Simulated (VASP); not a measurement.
A run of VASP 6.6.1 is set up as follows.

File INCAR:

```
SYSTEM = CuO
  PREC = Accurate
  ENCUT = 520
  EDIFF = 1E-6
  ISMEAR = -1
  SIGMA = 0.05
  LREAL = .False.
  LASPH = .True.
  NELM = 80
  ALGO = Normal
  ISIF = 2
  LWAVE = .False.
  LCHARG = .False.
  GGA = PS
  IVDW = 13
  NBANDS = 25
```

The input KPOINTS:

```
Automatic mesh
0
Gamma
  10 10 5
  0 0 0
```

File POSCAR:

```
CuO
1.0
    2.3573593924     -1.7226334429      0.0000000000
    2.3573593924      1.7226334429      0.0000000000
   -0.8556569116      0.0000000000      5.0913661947
Cu O
2 2
Direct
    0.5000000000      0.0000000000      0.5000000000
    0.0000000000      0.5000000000      0.0000000000
    0.4184000000      0.5816000000      0.7500000000
    0.5816000000      0.4184000000      0.2500000000
```

Potentials or basis: VASP PAW PBE potentials, release 64 (Cu, O).

Launch:

```sh
$ cat potpaw_PBE.64/Cu/POTCAR potpaw_PBE.64/O/POTCAR > POTCAR
$ mpirun -np 1 vasp_std > vasp.out
```

Question: Predict the dispersion energy per atom.

Answer: -0.178 eV.

Question: Estimate the largest force.

Answer: 0.379 eV/Å.

Question: Predict the band gap on the k mesh.

Answer: Zero (bands 17 and 18 overlap by 0.61 eV).

Question: What does it give for the pressure?

Answer: -7.8 GPa.

Forces in eV/Å, atoms in the order of the input:
```
Cu   0.000  0.000  0.000
Cu   0.000  0.000  0.000
O    0.000 -0.379  0.000
O    0.000  0.379  0.000
```

Caveat: the cell stands under tension; the PAW data sets were made with another functional, which shifts forces and pressure a little; semilocal functionals often make such compounds metallic where correlation or magnetic order opens a gap, which also shifts bond lengths. With open d or f shells a metallic result of PBEsol can be an artefact of self-interaction; +U or a hybrid may open a gap.
